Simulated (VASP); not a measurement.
# AlFe3 (Fm-3m) in VASP: single point with r2SCAN

Aim: the single point of AlFe3 with r2SCAN.

Everything below comes from runs of VASP 6.6.1. Logs are shortened: lines on timing, memory, paths and dates and some standing lists are left out, and cuts for length are marked.

## 1. The cell of the first run

It takes space group Fm-3m (No. 225, cubic). Conventional cell: a = 5.780 Å, b = 5.780 Å, c = 5.780 Å, α = 90.00°, β = 90.00°, γ = 90.00°. Within 3.3 Å of Al (site symmetry m-3m) lie 14 Fe at 2.50 to 2.89 Å. Fe (site symmetry m-3m) has 8 Fe at 2.50 Å and 6 Al at 2.89 Å within 3.3 Å. Fe (site symmetry -43m) has 4 Al at 2.50 Å and 10 Fe at 2.50 to 2.89 Å within 3.3 Å.

## 2. Single point, r2SCAN

Contents of POSCAR:

```
AlFe3
1.0
    0.0000000000      2.8901196556      2.8901196556
    2.8901196556      0.0000000000      2.8901196556
    2.8901196556      2.8901196556      0.0000000000
Al Fe
1 3
Direct
    0.0000000000      0.0000000000      0.0000000000
    0.5000000000      0.5000000000      0.5000000000
    0.2500000000      0.2500000000      0.2500000000
    0.7500000000      0.7500000000      0.7500000000
```

Contents of INCAR.step1:

```
PREC     = Accurate       # precision mode
ENCUT    = 520            # plane-wave cutoff, eV
ISMEAR   = 0              # smearing method
SIGMA    = 0.05           # smearing width, eV
LREAL    = F              # projectors in reciprocal space
LASPH    = T              # aspherical terms in the spheres
NELM     = 80             # most SCF steps
NBANDS   = 22             # bands
GGA      = PE             # functional
ALGO     = Normal         # electronic algorithm
EDIFF    = 1E-4           # SCF threshold, eV
LWAVE    = T              # write WAVECAR
LCHARG   = F              # write CHGCAR
```

Contents of INCAR.step2:

```
PREC     = Accurate       # precision mode
ENCUT    = 520            # plane-wave cutoff, eV
EDIFF    = 1E-6           # SCF threshold, eV
ISMEAR   = 0              # smearing method
SIGMA    = 0.05           # smearing width, eV
LREAL    = F              # projectors in reciprocal space
LASPH    = T              # aspherical terms in the spheres
NELM     = 80             # most SCF steps
ALGO     = Normal         # electronic algorithm
ISIF     = 2              # what is computed and relaxed
LWAVE    = F              # write WAVECAR
LCHARG   = F              # write CHGCAR
METAGGA  = R2SCAN         # meta-GGA
LMIXTAU  = T            
NBANDS   = 22             # bands
ISTART   = 1
```

Contents of KPOINTS:

```
regular mesh
0
Gamma
  12 12 12
```

Potentials or basis: VASP PAW PBE potentials, release 64 (Al, Fe).

Command:

```sh
$ cat potpaw_PBE.64/Al/POTCAR potpaw_PBE.64/Fe/POTCAR > POTCAR
$ cp INCAR.step1 INCAR
$ mpirun -np 1 vasp_std > vasp.out
$ cp INCAR.step2 INCAR
$ mpirun -np 1 vasp_std > vasp.out
```

OUTCAR:

```text
PREC = Accurate
   ENCUT = 520
   EDIFF = 1E-6
   ISMEAR = 0
   LREAL = F
   LASPH = T
   NELM = 80
   ISIF = 2
   METAGGA = R2SCAN
   ISTART = 1

 ion  position               nearest neighbor table
   1  0.000  0.000  0.000-   4 2.50   4 2.50   4 2.50   3 2.50   4 2.50   3 2.50   3 2.50   3 2.50
                             2 2.89   2 2.89   2 2.89   2 2.89   2 2.89   2 2.89
   2  0.500  0.500  0.500-   3 2.50   3 2.50   3 2.50   3 2.50   4 2.50   4 2.50   4 2.50   4 2.50
                             1 2.89   1 2.89   1 2.89   1 2.89   1 2.89   1 2.89
   3  0.250  0.250  0.250-   1 2.50   1 2.50   1 2.50   1 2.50   2 2.50   2 2.50   2 2.50   2 2.50
                             4 2.89   4 2.89   4 2.89   4 2.89   4 2.89   4 2.89
   4  0.750  0.750  0.750-   2 2.50   2 2.50   2 2.50   1 2.50   2 2.50   1 2.50   1 2.50   1 2.50
                             3 2.89   3 2.89   3 2.89   3 2.89   3 2.89   3 2.89

  LATTYP: Found a face centered cubic cell.
 ALAT       =     5.7802393112

  Lattice vectors:

 A1 = (   0.0000000000,   2.8901196556,   2.8901196556)
 A2 = (   2.8901196556,   0.0000000000,   2.8901196556)
 A3 = (   2.8901196556,   2.8901196556,   0.0000000000)

Analysis of symmetry for initial positions (statically):
=====================================================================
 Subroutine PRICEL returns:
 Original cell was already a primitive cell.

 Routine SETGRP: Setting up the symmetry group for a
 face centered cubic supercell.

 Subroutine GETGRP returns: Found 48 space group operations
 (whereof 48 operations were pure point group operations)
 out of a pool of 48 trial point group operations.

The static configuration has the point symmetry O_h .

Analysis of symmetry for dynamics (positions and initial velocities):
=====================================================================
 Subroutine PRICEL returns:
 Original cell was already a primitive cell.

 Routine SETGRP: Setting up the symmetry group for a
 face centered cubic supercell.

 Subroutine GETGRP returns: Found 48 space group operations
 (whereof 48 operations were pure point group operations)
 out of a pool of 48 trial point group operations.

The dynamic configuration has the point symmetry O_h .

 Subroutine INISYM returns: Found 48 space group operations
 (whereof 48 operations are pure point group operations),
 and found     1 'primitive' translations

----------------------------------------------------------------------------------------

                                     Primitive cell

  volume of cell :      48.2811

  direct lattice vectors                    reciprocal lattice vectors
     0.000000000  2.890119656  2.890119656    -0.173003218  0.173003218  0.173003218
     2.890119656  0.000000000  2.890119656     0.173003218 -0.173003218  0.173003218
     2.890119656  2.890119656  0.000000000     0.173003218  0.173003218 -0.173003218

  length of vectors
     4.087246414  4.087246414  4.087246414     0.299650363  0.299650363  0.299650363

  position of ions in fractional coordinates (direct lattice)
     0.000000000  0.000000000  0.000000000
     0.500000000  0.500000000  0.500000000
     0.250000000  0.250000000  0.250000000
     0.750000000  0.750000000  0.750000000

  ion indices of the primitive-cell ions
   primitive index   ion index
                 1           1
                 2           2
                 3           3
                 4           4

----------------------------------------------------------------------------------------

 KPOINTS: regular mesh

Automatic generation of k-mesh.
 Grid dimensions read from file:
 generate k-points for:   12   12   12

 Generating k-lattice:

  Cartesian coordinates                     Fractional coordinates (reciprocal lattice)
    -0.014416935  0.014416935  0.014416935     0.083333333  0.000000000  0.000000000
     0.014416935 -0.014416935  0.014416935     0.000000000  0.083333333  0.000000000
     0.014416935  0.014416935 -0.014416935     0.000000000  0.000000000  0.083333333

  Length of vectors
     0.024970864  0.024970864  0.024970864

  Shift w.r.t. Gamma in fractional coordinates (k-lattice)
     0.000000000  0.000000000  0.000000000

 Subroutine IBZKPT returns following result:
 ===========================================

 Found     72 irreducible k-points:

 Following reciprocal coordinates:
            Coordinates               Weight
  0.000000  0.000000  0.000000      1.000000
  0.083333  0.000000  0.000000      8.000000
  0.166667  0.000000  0.000000      8.000000
  0.250000  0.000000  0.000000      8.000000
  0.333333  0.000000  0.000000      8.000000
  0.416667  0.000000  0.000000      8.000000
[... 16 lines left out ...]
  0.500000  0.166667  0.000000     24.000000
 -0.416667  0.166667  0.000000     24.000000
 [... further k-points ...]
   k-points           NKPTS =     72   k-points in BZ     NKDIM =     72   number of bands    NBANDS=     22
   number of dos      NEDOS =    301   number of ions     NIONS =      4
   total plane-waves  NPLWV =  27000
   dimension x,y,z NGX =    30 NGY =   30 NGZ =   30
   dimension x,y,z NGXF=    60 NGYF=   60 NGZF=   60
   ions per type =               1   3
   NGX,Y,Z   is equivalent  to a cutoff of  12.20, 12.20, 12.20 a.u.
   NGXF,Y,Z  is equivalent  to a cutoff of  24.40, 24.40, 24.40 a.u.
 SYSTEM =  unknown system
   PREC   = accura    normal or accurate (medium, high low for compatibility)
   ISTART =      1    job   : 0-new  1-cont  2-samecut
   ICHARG =      0    charge: 1-file 2-atom 10-const
   ISPIN  =      1    spin polarized calculation?
   LNONCOLLINEAR =      F non collinear calculations
   LSORBIT =      F    spin-orbit coupling
   LASPH  =      T    aspherical Exc in radial PAW
   ENCUT  =  520.0 eV  38.22 Ry    6.18 a.u.   7.60  7.60  7.60*2*pi/ulx,y,z
   NELM   =     80;   NELMIN=  2; NELMDL=  0     # of ELM steps
   EDIFF  = 0.1E-05   stopping-criterion for ELM
   LREAL  =      F    real-space projection
   EDIFFG = 0.1E-04   stopping-criterion for IOM
   NSW    =      0    number of steps for IOM
   IBRION =     -1    ionic relax: 0-MD 1-quasi-New 2-CG
   NFREE  =      0    steps in history (QN), initial steepest desc. (CG)
   ISIF   =      2    stress and relaxation
   ISYM   =      2    0-nonsym 1-usesym 2-fastsym
   POTIM  = 0.5000    time-step for ionic-motion
   TEBEG  =    0.0;   TEEND  =   0.0 temperature during run
   PSTRESS=    0.0 pullay stress
   NELECT =      27.0000    total number of electrons
   NUPDOWN=      -1.0000    fix difference up-down
   EMIN   =  10.00;   EMAX   =-10.00  energy-range for DOS
   EFERMI =   0.00;   METHOD = LEGACY
   ISMEAR =     0;   SIGMA  =   0.05  broadening in eV -4-tet -1-fermi 0-gaus
   EFERMI_NEDOS =   21; number of points for ismear=-14 and -15
   IALGO  =     38    algorithm
   IMIX   =      4    mixing-type and parameters
     AMIX     =   0.40;   BMIX     =  1.00
     AMIX_MAG =   1.60;   BMIX_MAG =  1.00
  volume/ion in A,a.u.               =      12.07        81.45
  Fermi-wavevector in a.u.,A,eV,Ry     =   1.348767  2.548800 24.751343  1.819172
  Thomas-Fermi vector in A             =   2.476409
   LORBIT       =      0    0 simple, 1 ext, 2 COOP (PROOUT), +10 PAW based schemes
   METAGGA = R2SCAN    functional components
   LHFCALC =     F    Hartree Fock is set to
   AEXX    =    0.0000 exact exchange contribution
   IVDW    =     0    specifies the selected vdW correction
   LEPSILON=     F    determine dielectric tensor
   LRPA    =     F    only Hartree local field effects (RPA)
 non-spin polarized calculation
 Gauss-broadening in eV      SIGMA  =   0.05
  energy-cutoff  :      520.00
  volume of cell :       48.28
 maximum number of plane-waves:      1319
   NGX = 15   NGY = 15   NGZ = 15

 number of electron      27.0000015 magnetization

 Free energy of the ion-electron system (eV)
  ---------------------------------------------------
  ext. energy  EPLUGINS =         0.00000000
  ---------------------------------------------------
  free energy    TOTEN  =       -47.71922684 eV

  energy without entropy =      -47.70725798  energy(sigma->0) =      -47.71324241

 E-fermi :   6.4628     XC(G=0): -13.4771

 val. band max:        6.4626427794   @ k =   0.3333   0.0000   0.0000
 cond. band min:       6.4711374094   @ k =  -0.4167   0.5000   0.0833
 fundamental gap:      0.0084946301
 Fermi energy:         6.4627880331

 k-point     1 :       0.0000    0.0000    0.0000
  band No.  band energies     occupation
      1      -3.4000      2.00000
      2       3.1662      2.00000
      3       3.1662      2.00000
      4       3.2385      2.00000
      5       3.2385      2.00000
      6       3.2385      2.00000
[... 14 lines left out ...]
     21      12.7713      0.00000
     22      12.7713      0.00000

 k-point     2 :       0.0833    0.0000    0.0000
  band No.  band energies     occupation
      1      -3.2967      2.00000
      2       3.0730      2.00000
      3       3.0730      2.00000
      4       3.1768      2.00000
      5       3.3955      2.00000
      6       3.3955      2.00000
[... 14 lines left out ...]
     21      13.1393      0.00000
     22      13.1393      0.00000

 k-point     3 :       0.1667    0.0000    0.0000
  band No.  band energies     occupation
      1      -2.9904      2.00000
      2       2.9890      2.00000
      3       3.0170      2.00000
      4       3.0170      2.00000
      5       3.6294      2.00000
      6       3.6294      2.00000
[... 14 lines left out ...]
     21      13.3041      0.00000
     22      13.3041      0.00000
[... 476 lines left out ...]
 k-point    23 :       0.5000    0.1667    0.0000
  band No.  band energies     occupation
      1      -0.4996      2.00000
      2       0.9818      2.00000
      3       2.7724      2.00000
      4       3.3702      2.00000
      5       3.7429      2.00000
      6       4.1117      2.00000
[... 14 lines left out ...]
     21      14.1925      0.00000
     22      14.6627      0.00000

 k-point    24 :      -0.4167    0.1667    0.0000
  band No.  band energies     occupation
      1      -0.2995      2.00000
      2       0.7999      2.00000
      3       2.7994      2.00000
      4       3.2595      2.00000
      5       3.7315      2.00000
      6       4.1365      2.00000
[... 14 lines left out ...]
     21      13.9326      0.00000
     22      14.6641      0.00000

 [... further k-points ...]

------------------------ aborting loop because EDIFF is reached ----------------------------------------

  FORCE on cell =-STRESS in cart. coord.  units (eV):
  Direction    XX          YY          ZZ          XY          YZ          ZX
  --------------------------------------------------------------------------------------
  -------------------------------------------------------------------------------------
  Total       -6.5319481     -6.5319481     -6.5319481      0.0000000     -0.0000000      0.0000000
  in kB     -216.7583522   -216.7583522   -216.7583522      0.0000000     -0.0000000      0.0000000
  external PRESSURE =    -216.7583522 kB  Pullay stress =       0.0000000 kB

 VOLUME and BASIS-vectors are now :
 -----------------------------------------------------------------------------
  energy-cutoff  :      520.00
  volume of cell :       48.28
      direct lattice vectors                 reciprocal lattice vectors
     0.000000000  2.890119656  2.890119656    -0.173003218  0.173003218  0.173003218
     2.890119656  0.000000000  2.890119656     0.173003218 -0.173003218  0.173003218
     2.890119656  2.890119656  0.000000000     0.173003218  0.173003218 -0.173003218

 POSITION                                       TOTAL-FORCE (eV/Angst)
 -----------------------------------------------------------------------------------
      0.00000      0.00000      0.00000        -0.000000      0.000000     -0.000000
      2.89012      2.89012      2.89012        -0.000000      0.000000     -0.000000
      1.44506      1.44506      1.44506         0.000000      0.000000      0.000000
      4.33518      4.33518      4.33518        -0.000000     -0.000000     -0.000000
 -----------------------------------------------------------------------------------
    total drift:                                0.000000     -0.000000      0.000000

  FREE ENERGIE OF THE ION-ELECTRON SYSTEM (eV)
  ---------------------------------------------------
  free  energy   TOTEN  =       -47.7192268383 eV

  energy  without entropy=      -47.7072579803  energy(sigma->0) =      -47.71324241
```

Wall time 2.7 min (1 thread of Intel Xeon 6975P-C (Granite Rapids), shared host); peak memory 0.21 GiB.

Results:

```yaml
Free_energy: -47.7192 eV
Pressure: -21.7 GPa
```

Caveat: the PAW data sets were made with another functional, which shifts forces and pressure a little. Spin polarisation is off, so any magnetic state and its effect on volume and gap are missing.
